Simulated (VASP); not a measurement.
# CdS (Fm-3m) in VASP: notebook

The runs below take CdS through single point, with r2SCAN.

Everything below comes from runs of VASP 6.6.1. Logs are shortened: lines on timing, memory, paths and dates and some standing lists are left out, and cuts for length are marked.

## 1. The cell of the first run

Symmetry: Fm-3m, No. 225, cubic system. The conventional cell has a = 5.506 Å, b = 5.506 Å, c = 5.506 Å, α = 90.00°, β = 90.00°, γ = 90.00°. Cd (site symmetry m-3m) has 6 S at 2.75 Å within 3.6 Å. Within 3.6 Å of S (site symmetry m-3m) lie 6 Cd at 2.75 Å.

## 2. Single point, r2SCAN

Contents of POSCAR:

```
CdS
1.0
    0.0000000000      2.7532400000      2.7532400000
    2.7532400000      0.0000000000      2.7532400000
    2.7532400000      2.7532400000      0.0000000000
Cd S
1 1
Direct
    0.0000000000      0.0000000000      0.0000000000
    0.5000000000      0.5000000000      0.5000000000
```

Contents of INCAR.step1:

```
SYSTEM = CdS
PREC     = Accurate       ! precision mode
ENCUT    = 550            ! plane-wave cutoff, eV
ISMEAR   = -1             ! smearing method
SIGMA    = 0.1            ! smearing width, eV
LREAL    = .FALSE.        ! projectors in reciprocal space
LASPH    = .TRUE.         ! aspherical terms in the spheres
NELM     = 120            ! most SCF steps
NBANDS   = 16             ! bands
GGA      = PE             ! functional
ALGO     = Normal         ! electronic algorithm
EDIFF    = 1E-5           ! SCF threshold, eV
LWAVE    = .TRUE.         ! write WAVECAR
LCHARG   = .FALSE.        ! write CHGCAR
GGA_COMPAT= .FALSE.
```

Contents of INCAR.step2:

```
SYSTEM = CdS
PREC     = Accurate       ! precision mode
ENCUT    = 550            ! plane-wave cutoff, eV
EDIFF    = 1E-6           ! SCF threshold, eV
ISMEAR   = -1             ! smearing method
SIGMA    = 0.1            ! smearing width, eV
LREAL    = .FALSE.        ! projectors in reciprocal space
LASPH    = .TRUE.         ! aspherical terms in the spheres
NELM     = 120            ! most SCF steps
ALGO     = Normal         ! electronic algorithm
ISIF     = 2              ! what is computed and relaxed
LWAVE    = .FALSE.        ! write WAVECAR
LCHARG   = .FALSE.        ! write CHGCAR
METAGGA  = R2SCAN         ! meta-GGA
LMIXTAU  = .TRUE.       
NBANDS   = 16             ! bands
ISTART   = 1            
GGA_COMPAT= .FALSE.
```

Contents of KPOINTS:

```
regular mesh
0
G
  3 3 3
  0 0 0
```

Potentials or basis: VASP PAW PBE potentials, release 64 (Cd, S).

Started as:

```bash
$ cat potpaw_PBE.64/Cd/POTCAR potpaw_PBE.64/S/POTCAR > POTCAR
$ cp INCAR.step1 INCAR
$ mpirun -np 1 vasp_std > vasp.out
$ cp INCAR.step2 INCAR
$ mpirun -np 1 vasp_std > vasp.out
```

OUTCAR:

```text
SYSTEM = CdS
   PREC = Accurate
   ENCUT = 550
   EDIFF = 1E-6
   ISMEAR = -1
   LREAL = .FALSE.
   LASPH = .TRUE.
   NELM = 120
   ISIF = 2
   METAGGA = R2SCAN
   ISTART = 1

 ion  position               nearest neighbor table
   1  0.000  0.000  0.000-   2 2.75   2 2.75   2 2.75   2 2.75   2 2.75   2 2.75
   2  0.500  0.500  0.500-   1 2.75   1 2.75   1 2.75   1 2.75   1 2.75   1 2.75

  LATTYP: Found a face centered cubic cell.
 ALAT       =     5.5064800000

  Lattice vectors:

 A1 = (   0.0000000000,   2.7532400000,   2.7532400000)
 A2 = (   2.7532400000,   0.0000000000,   2.7532400000)
 A3 = (   2.7532400000,   2.7532400000,   0.0000000000)

Analysis of symmetry for initial positions (statically):
=====================================================================
 Subroutine PRICEL returns:
 Original cell was already a primitive cell.

 Routine SETGRP: Setting up the symmetry group for a
 face centered cubic supercell.

 Subroutine GETGRP returns: Found 48 space group operations
 (whereof 48 operations were pure point group operations)
 out of a pool of 48 trial point group operations.

The static configuration has the point symmetry O_h .

Analysis of symmetry for dynamics (positions and initial velocities):
=====================================================================
 Subroutine PRICEL returns:
 Original cell was already a primitive cell.

 Routine SETGRP: Setting up the symmetry group for a
 face centered cubic supercell.

 Subroutine GETGRP returns: Found 48 space group operations
 (whereof 48 operations were pure point group operations)
 out of a pool of 48 trial point group operations.

The dynamic configuration has the point symmetry O_h .

 Subroutine INISYM returns: Found 48 space group operations
 (whereof 48 operations are pure point group operations),
 and found     1 'primitive' translations

----------------------------------------------------------------------------------------

                                     Primitive cell

  volume of cell :      41.7409

  direct lattice vectors                    reciprocal lattice vectors
     0.000000000  2.753240000  2.753240000    -0.181604219  0.181604219  0.181604219
     2.753240000  0.000000000  2.753240000     0.181604219 -0.181604219  0.181604219
     2.753240000  2.753240000  0.000000000     0.181604219  0.181604219 -0.181604219

  length of vectors
     3.893669348  3.893669348  3.893669348     0.314547734  0.314547734  0.314547734

  position of ions in fractional coordinates (direct lattice)
     0.000000000  0.000000000  0.000000000
     0.500000000  0.500000000  0.500000000

  ion indices of the primitive-cell ions
   primitive index   ion index
                 1           1
                 2           2

----------------------------------------------------------------------------------------

 KPOINTS: regular mesh

Automatic generation of k-mesh.
 Grid dimensions read from file:
 generate k-points for:    3    3    3

 Generating k-lattice:

  Cartesian coordinates                     Fractional coordinates (reciprocal lattice)
    -0.060534740  0.060534740  0.060534740     0.333333333  0.000000000  0.000000000
     0.060534740 -0.060534740  0.060534740     0.000000000  0.333333333  0.000000000
     0.060534740  0.060534740 -0.060534740     0.000000000  0.000000000  0.333333333

  Length of vectors
     0.104849245  0.104849245  0.104849245

  Shift w.r.t. Gamma in fractional coordinates (k-lattice)
     0.000000000  0.000000000  0.000000000

 Subroutine IBZKPT returns following result:
 ===========================================

 Found      4 irreducible k-points:

 Following reciprocal coordinates:
            Coordinates               Weight
  0.000000  0.000000  0.000000      1.000000
  0.333333  0.000000  0.000000      8.000000
  0.333333  0.333333  0.000000      6.000000
 -0.333333  0.333333  0.000000     12.000000
   k-points           NKPTS =      4   k-points in BZ     NKDIM =      4   number of bands    NBANDS=     16
   number of dos      NEDOS =    301   number of ions     NIONS =      2
   total plane-waves  NPLWV =  27000
   dimension x,y,z NGX =    30 NGY =   30 NGZ =   30
   dimension x,y,z NGXF=    60 NGYF=   60 NGZF=   60
   ions per type =               1   1
   NGX,Y,Z   is equivalent  to a cutoff of  12.81, 12.81, 12.81 a.u.
   NGXF,Y,Z  is equivalent  to a cutoff of  25.62, 25.62, 25.62 a.u.
 SYSTEM =  CdS
   PREC   = accura    normal or accurate (medium, high low for compatibility)
   ISTART =      1    job   : 0-new  1-cont  2-samecut
   ICHARG =      0    charge: 1-file 2-atom 10-const
   ISPIN  =      1    spin polarized calculation?
   LNONCOLLINEAR =      F non collinear calculations
   LSORBIT =      F    spin-orbit coupling
   LASPH  =      T    aspherical Exc in radial PAW
   ENCUT  =  550.0 eV  40.42 Ry    6.36 a.u.   7.45  7.45  7.45*2*pi/ulx,y,z
   NELM   =    120;   NELMIN=  2; NELMDL=  0     # of ELM steps
   EDIFF  = 0.1E-05   stopping-criterion for ELM
   LREAL  =      F    real-space projection
   EDIFFG = 0.1E-04   stopping-criterion for IOM
   NSW    =      0    number of steps for IOM
   IBRION =     -1    ionic relax: 0-MD 1-quasi-New 2-CG
   NFREE  =      0    steps in history (QN), initial steepest desc. (CG)
   ISIF   =      2    stress and relaxation
   ISYM   =      2    0-nonsym 1-usesym 2-fastsym
   POTIM  = 0.5000    time-step for ionic-motion
   TEBEG  =    0.0;   TEEND  =   0.0 temperature during run
   PSTRESS=    0.0 pullay stress
   NELECT =      18.0000    total number of electrons
   NUPDOWN=      -1.0000    fix difference up-down
   EMIN   =  10.00;   EMAX   =-10.00  energy-range for DOS
   EFERMI =   0.00;   METHOD = LEGACY
   ISMEAR =    -1;   SIGMA  =   0.10  broadening in eV -4-tet -1-fermi 0-gaus
   EFERMI_NEDOS =   21; number of points for ismear=-14 and -15
   IALGO  =     38    algorithm
   IMIX   =      4    mixing-type and parameters
     AMIX     =   0.40;   BMIX     =  1.00
     AMIX_MAG =   1.60;   BMIX_MAG =  1.00
  volume/ion in A,a.u.               =      20.87       140.84
  Fermi-wavevector in a.u.,A,eV,Ry     =   1.236835  2.337278 20.813643  1.529760
  Thomas-Fermi vector in A             =   2.371427
   LORBIT       =      0    0 simple, 1 ext, 2 COOP (PROOUT), +10 PAW based schemes
   METAGGA = R2SCAN    functional components
   LHFCALC =     F    Hartree Fock is set to
   AEXX    =    0.0000 exact exchange contribution
   IVDW    =     0    specifies the selected vdW correction
   LEPSILON=     F    determine dielectric tensor
   LRPA    =     F    only Hartree local field effects (RPA)
 non-spin polarized calculation
  energy-cutoff  :      550.00
  volume of cell :       41.74
 maximum number of plane-waves:      1243
 NGX is ok and might be reduce to    30
   NGX = 15   NGY = 15   NGZ = 15

 number of electron      18.0000005 magnetization

 Free energy of the ion-electron system (eV)
  ---------------------------------------------------
  ext. energy  EPLUGINS =         0.00000000
  ---------------------------------------------------
  free energy    TOTEN  =       -29.27103140 eV

  energy without entropy =      -29.27083628  energy(sigma->0) =      -29.27093384

 E-fermi :   3.3039     XC(G=0): -10.8258

 val. band max:        2.3743829249   @ k =   0.3333   0.0000   0.0000
 cond. band min:       3.9568143868   @ k =   0.0000   0.0000   0.0000
 fundamental gap:      1.5824314620
 Fermi energy:         3.3039279302

 k-point     1 :       0.0000    0.0000    0.0000
  band No.  band energies     occupation
      1     -10.5550      2.00000
      2      -5.3986      2.00000
      3      -5.3986      2.00000
      4      -5.3986      2.00000
      5      -5.3928      2.00000
      6      -5.3928      2.00000
[... 8 lines left out ...]
     15      14.6486      0.00000
     16      14.6486      0.00000

 k-point     2 :       0.3333    0.0000    0.0000
  band No.  band energies     occupation
      1      -9.7781      2.00000
      2      -5.6156      2.00000
      3      -5.6156      2.00000
      4      -5.5137      2.00000
      5      -5.2581      2.00000
      6      -5.2581      2.00000
[... 8 lines left out ...]
     15      14.7477      0.00000
     16      14.7477      0.00000

 k-point     3 :       0.3333    0.3333    0.0000
  band No.  band energies     occupation
      1      -9.8116      2.00000
      2      -5.5034      2.00000
      3      -5.3177      2.00000
      4      -5.2427      2.00000
      5      -5.2297      2.00000
      6      -5.2297      2.00000
[... 8 lines left out ...]
     15      16.6580      0.00000
     16      18.8097      0.00000

 k-point     4 :      -0.3333    0.3333    0.0000
  band No.  band energies     occupation
      1      -9.5144      2.00000
      2      -5.5432      2.00000
      3      -5.4935      2.00000
      4      -5.3340      2.00000
      5      -5.2053      2.00000
      6      -4.8998      2.00000
[... 8 lines left out ...]
     15      15.2621      0.00000
     16      18.9788      0.00000

------------------------ aborting loop because EDIFF is reached ----------------------------------------

  FORCE on cell =-STRESS in cart. coord.  units (eV):
  Direction    XX          YY          ZZ          XY          YZ          ZX
  --------------------------------------------------------------------------------------
  -------------------------------------------------------------------------------------
  Total       -0.1672207     -0.1672207     -0.1672207     -0.0000000     -0.0000000      0.0000000
  in kB       -6.4185737     -6.4185737     -6.4185737     -0.0000000     -0.0000000      0.0000000
  external PRESSURE =      -6.4185737 kB  Pullay stress =       0.0000000 kB

 VOLUME and BASIS-vectors are now :
 -----------------------------------------------------------------------------
  energy-cutoff  :      550.00
  volume of cell :       41.74
      direct lattice vectors                 reciprocal lattice vectors
     0.000000000  2.753240000  2.753240000    -0.181604219  0.181604219  0.181604219
     2.753240000  0.000000000  2.753240000     0.181604219 -0.181604219  0.181604219
     2.753240000  2.753240000  0.000000000     0.181604219  0.181604219 -0.181604219

 POSITION                                       TOTAL-FORCE (eV/Angst)
 -----------------------------------------------------------------------------------
      0.00000      0.00000      0.00000         0.000000     -0.000000      0.000000
      2.75324      2.75324      2.75324        -0.000000      0.000000      0.000000
 -----------------------------------------------------------------------------------
    total drift:                               -0.000000      0.000000      0.000000

  FREE ENERGIE OF THE ION-ELECTRON SYSTEM (eV)
  ---------------------------------------------------
  free  energy   TOTEN  =       -29.2710314023 eV

  energy  without entropy=      -29.2708362778  energy(sigma->0) =      -29.27093384
```

It took 21 s on 1 thread of Intel Xeon Platinum 8488C (Sapphire Rapids), shared host; peak memory 0.16 GiB.

Results:

```
Free energy            : -29.2710 eV
Pressure               : -0.6 GPa
Band gap on the k mesh : 1.58 eV, indirect (least direct gap 2.08 eV)
```

Caveat: the k points lie up to 0.66 Å⁻¹ apart; the PAW data sets were made with another functional, which shifts forces and pressure a little. r2SCAN opens gaps a little over a GGA but as a rule still falls short of measured ones.

## 3. Single point, r2SCAN

POSCAR is that of step 2.

Contents of INCAR.step1:

```
SYSTEM = CdS
  PREC = Accurate
  ENCUT = 550
  ISMEAR = -1
  SIGMA = 0.1
  LREAL = .FALSE.
  LASPH = .TRUE.
  NELM = 120
  NBANDS = 16
  GGA = PE
  ALGO = Normal
  EDIFF = 1E-5
  LWAVE = .TRUE.
  LCHARG = .FALSE.
  GGA_COMPAT = .FALSE.
```

Contents of INCAR.step2:

```
SYSTEM = CdS
  PREC = Accurate
  ENCUT = 550
  EDIFF = 1E-6
  ISMEAR = -1
  SIGMA = 0.1
  LREAL = .FALSE.
  LASPH = .TRUE.
  NELM = 120
  ALGO = Normal
  ISIF = 2
  LWAVE = .FALSE.
  LCHARG = .TRUE.
  METAGGA = R2SCAN
  LMIXTAU = .TRUE.
  LELF = .TRUE.
  LVHAR = .TRUE.
  NBANDS = 16
  ISTART = 1
  GGA_COMPAT = .FALSE.
```

Contents of KPOINTS:

```
regular mesh
0
G
  4 4 4
  0 0 0
```

Potentials or basis: VASP PAW PBE potentials, release 64 (Cd, S).

Started as:

```bash
$ cat potpaw_PBE.64/Cd/POTCAR potpaw_PBE.64/S/POTCAR > POTCAR
$ cp INCAR.step1 INCAR
$ mpirun -np 1 vasp_std > vasp.out
$ cp INCAR.step2 INCAR
$ mpirun -np 1 vasp_std > vasp.out
```

It took 25 s on 1 thread of Intel Xeon Platinum 8488C (Sapphire Rapids), shared host; peak memory 0.17 GiB.

The run converged. Its results:

| Quantity | Value |
| --- | --- |
| Free energy | -29.4572 eV |
| Pressure | -1.4 GPa |
| Band gap on the k mesh | 0.71 eV, indirect (least direct gap 2.13 eV) |

Levels at points of the mesh, in eV from the valence-band top:
```tsv
k point	band 6	band 7	band 8	band 9	band 10	band 11	band 12	band 13
(0.00, 0.00, 0.00)	-7.85	-0.70	-0.70	-0.70	1.43	9.70	9.70	9.70
(0.50, 0.00, 0.00)	-7.66	-4.79	0.00	0.00	4.05	6.45	6.45	7.33
(0.50, 0.50, 0.00)	-6.91	-4.16	-2.08	-2.08	0.71	6.43	10.57	12.03
```

Caveat: the k points lie up to 0.49 Å⁻¹ apart; the PAW data sets were made with another functional, which shifts forces and pressure a little. A k mesh can miss the band edges.
